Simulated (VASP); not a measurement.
# TaSi (zincblende type) in VASP: notebook, part 3 of 3

VASP 6.6.1. The steps go on from the part before.

## 5. Relaxation of cell and atoms, PBE

This run uses another cell than the first one, of 26.15 Å³/atom.

Input file INCAR:

```
SYSTEM = TaSi
ALGO = Normal ; EDIFF = 1E-6
EDIFFG = -0.005 ; ENCUT = 600
GGA = PE ; IBRION = 2
ISIF = 3 ; ISMEAR = -1
LASPH = .True. ; LCHARG = .False.
LREAL = .False. ; LWAVE = .False.
NELM = 100 ; NSW = 100
PREC = Accurate ; SIGMA = 0.08
```

Input file KPOINTS:

```
k-points
0
Gamma
  10 10 10
  0 0 0
```

Input file POSCAR:

```
TaSi
1.0
    0.0000000000      2.9681763070      2.9681763070
    2.9681763070      0.0000000000      2.9681763070
    2.9681763070      2.9681763070      0.0000000000
Ta Si
1 1
Direct
    0.0000000000      0.0000000000      0.0000000000
    0.2500000000      0.2500000000      0.2500000000
```

Potentials or basis: VASP PAW PBE potentials, release 64 (Ta_pv, Si).

The run is started by

```bash
> cat potpaw_PBE.64/Ta_pv/POTCAR potpaw_PBE.64/Si/POTCAR > POTCAR
> mpirun -np 1 vasp_std > vasp.out
```

OUTCAR:

```text
SYSTEM = TaSi
   EDIFF = 1E-6
   EDIFFG = -0.005
   ENCUT = 600
   GGA = PE
   IBRION = 2
   ISIF = 3
   ISMEAR = -1
   LASPH = .True.
   LREAL = .False.
   NELM = 100
   NSW = 100
   PREC = Accurate

 ion  position               nearest neighbor table
   1  0.000  0.000  0.000-   2 2.57   2 2.57   2 2.57   2 2.57
   2  0.250  0.250  0.250-   1 2.57   1 2.57   1 2.57   1 2.57

  LATTYP: Found a face centered cubic cell.
 ALAT       =     5.9363526140

  Lattice vectors:

 A1 = (   0.0000000000,   2.9681763070,   2.9681763070)
 A2 = (   2.9681763070,   0.0000000000,   2.9681763070)
 A3 = (   2.9681763070,   2.9681763070,   0.0000000000)

Analysis of symmetry for initial positions (statically):
=====================================================================
 Subroutine PRICEL returns:
 Original cell was already a primitive cell.

 Routine SETGRP: Setting up the symmetry group for a
 face centered cubic supercell.

 Subroutine GETGRP returns: Found 24 space group operations
 (whereof 24 operations were pure point group operations)
 out of a pool of 48 trial point group operations.

The static configuration has the point symmetry T_d .

Analysis of symmetry for dynamics (positions and initial velocities):
=====================================================================
 Subroutine PRICEL returns:
 Original cell was already a primitive cell.

 Routine SETGRP: Setting up the symmetry group for a
 face centered cubic supercell.

 Subroutine GETGRP returns: Found 24 space group operations
 (whereof 24 operations were pure point group operations)
[... 161 lines left out ...]
  external PRESSURE =     -66.8408676 kB  Pullay stress =       0.0000000 kB
[... 23 lines left out ...]
--------------------------------------- Ionic step        2  -------------------------------------------

 number of electron      15.0000001 magnetization

 E-fermi :   4.1399     XC(G=0): -10.1978

 val. band max:        4.1213899479   @ k =   0.3000   0.2000   0.1000
 cond. band min:       4.1527109290   @ k =   0.4000   0.2000   0.0000
 fundamental gap:      0.0313209811
 Fermi energy:         4.1399410060

 k-point     1 :       0.0000    0.0000    0.0000
  band No.  band energies     occupation
      1     -30.4616      2.00000
      2     -30.4616      2.00000
      3     -30.4616      2.00000
      4      -5.2002      2.00000
      5       1.8306      2.00000
      6       1.8306      2.00000
      7       1.8306      2.00000
      8       4.7656      0.00080
      9       4.7656      0.00080
     10       9.2580      0.00000
     11      11.3004      0.00000
[... 465 lines left out ...]
--------------------------------------- Ionic step        6  -------------------------------------------

 number of electron      15.0000001 magnetization

 Free energy of the ion-electron system (eV)
  ---------------------------------------------------
  ext. energy  EPLUGINS =         0.00000000
  ---------------------------------------------------
  free energy    TOTEN  =       -15.20116183 eV

  energy without entropy =      -15.16614293  energy(sigma->0) =      -15.18365238

 E-fermi :   3.6200     XC(G=0):  -9.8650

 val. band max:        3.5849972153   @ k =   0.5000   0.3000   0.1000
 cond. band min:       3.6300296569   @ k =   0.3000   0.2000   0.1000
 fundamental gap:      0.0450324416
 Fermi energy:         3.6199950514

 k-point     1 :       0.0000    0.0000    0.0000
  band No.  band energies     occupation
      1     -31.1861      2.00000
      2     -31.1861      2.00000
      3     -31.1861      2.00000
      4      -5.4345      2.00000
      5       1.4238      2.00000
      6       1.4238      2.00000
      7       1.4238      2.00000
      8       4.1957      0.00150
      9       4.1957      0.00150
     10       8.2619      0.00000
     11      10.4713      0.00000
[... 351 lines left out ...]
  FREE ENERGIE OF THE ION-ELECTRON SYSTEM (eV)
  ---------------------------------------------------
  free  energy   TOTEN  =       -15.2011618282 eV

  energy  without entropy=      -15.1661429258  energy(sigma->0) =      -15.18365238

 reached required accuracy - stopping structural energy minimisation
```

CONTCAR:

```text
TaSi
   1.00000000000000
    -0.0000000000000000    2.8855646342863692    2.8855646342863692
     2.8855646342863692   -0.0000000000000000    2.8855646342863692
     2.8855646342863692    2.8855646342863692   -0.0000000000000000
  Ta              Si
     1     1
Direct
     1.0000000000000000    0.0000000000000000    1.0000000000000000
     0.2500000000000000    0.2500000000000000    0.2500000000000000

  0.00000000E+00  0.00000000E+00  0.00000000E+00
  0.00000000E+00  0.00000000E+00  0.00000000E+00
```

Wall time 3.4 min (1 thread of Intel Xeon 8259CL, shared host); peak memory 0.23 GiB.

Results:

- Free energy: -15.2012 eV
- Relaxed volume: 24.03 Å³/atom
- Relaxed cell: a = 4.081 Å, b = 4.081 Å, c = 4.081 Å, α = 60.00°, β = 60.00°, γ = 60.00°
- Space group after relaxing (to 0.1 Å): F-43m (No. 216)
- Energy gained by relaxing: 47.6 meV/atom
- Ionic steps: 6
- Pressure after relaxing: 0.0 GPa
- Band gap on the k mesh: zero (an odd number of electrons rules out a gap without spin polarisation)

The path:
```csv
step,energy change (eV),largest force (eV/Å),pressure (GPa),volume (Å³)
1,0.0000,0.0000,-6.68,52.30
2,-0.0070,0.0000,8.40,44.47
3,-0.0952,0.0000,-0.07,48.10
4,-0.0952,0.0000,0.06,48.02
5,-0.0952,0.0000,-0.04,48.08
6,-0.0952,0.0000,-0.01,48.05
```

Final structure:
```xyz
2
Lattice="0.0000 2.8856 2.8856 2.8856 0.0000 2.8856 2.8856 2.8856 0.0000" Properties=species:S:1:pos:R:3 pbc="T T T"
Ta    2.8856    5.7711    2.8856
Si    1.4428    1.4428    1.4428
```

Caveat: spin-orbit coupling is left out, which moves the levels of the heavy elements.

## 6. The runs side by side

```tsv
task	cell	cutoff (eV)	gap on the mesh (eV)	pressure (GPa)
single point	a = 4.080 Å, angles 60.0°, 2 atoms	520	none	0.0
single point	a = 4.070, b = 4.070, c = 4.101 Å, angles 59.8, 59.8, 60.5°, 2 atoms	520	none	0.0
relaxation of cell and atoms	relaxed from a = 4.198 Å, angles 60.0°, 2 atoms	600	none	0.0
```

Alike in all rows: level PBE; potentials or basis VASP PAW PBE potentials, release 64 (Ta_pv, Si); no spin polarisation; k mesh 10 × 10 × 10; smearing fermi-dirac 0.08 eV.

Caveats: spin-orbit coupling is left out, which moves the levels of the heavy elements.

Total energies depend on the potentials used, so only differences within one code and one set of settings carry meaning.
